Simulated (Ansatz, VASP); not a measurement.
**Li3Si2N3: VASP beside Ansatz**

```
Li Si N
1.0
     4.30293   -2.60049   -0.01851
     4.30293    2.60049   -0.01851
    -1.24856    0.00000    8.14522
Li Si N
6 4 6
Direct
  0.72218 0.92668 0.19668
  0.30047 0.71966 0.03802
  0.96305 0.25647 0.24311
  0.92668 0.72218 0.69668
  0.71966 0.30047 0.53802
  0.25647 0.96305 0.74311
  0.88148 0.43034 0.92032
  0.59021 0.16038 0.90538
  0.43034 0.88148 0.42032
  0.16038 0.59021 0.40538
  0.21723 0.41294 0.87906
  0.61704 0.81282 0.93031
  0.81386 0.17701 0.76734
  0.81282 0.61704 0.43031
  0.41294 0.21723 0.37906
  0.17701 0.81386 0.26734
```

Change from the starting cell: the structure that the rattled cell fell into.

Alike in both runs: functional PBE; k mesh 6 × 6 × 4; occupations gaussian, width 0.02 eV; no spin polarisation.

Ansatz relaxed the structure, and its values are those at the end. VASP's run is a single point on that final structure, the one shown.

|  | VASP | Ansatz |
| --- | --- | --- |
| version | VASP 6.6.1 | Ansatz 0.2.0 |
| potentials or method | VASP PAW PBE potentials, release 64 (Li_sv, Si, N), cutoff 520 eV | scalar-relativistic, plane waves, PAW |
| valence electrons in the cell | 64 | 64 |

```csv
,VASP,Ansatz,Ansatz less VASP
gap on the k mesh at the Fermi level (eV),1.25,1.25,+0.003
least direct gap on the mesh (eV),1.37,1.37,+0.002
rms of the force components (eV/Å),0.007,0.004,-0.0034
```

Noted on VASP's run: the cutoff is under 1.25 times that of the potentials, so the pressure is a little rough.
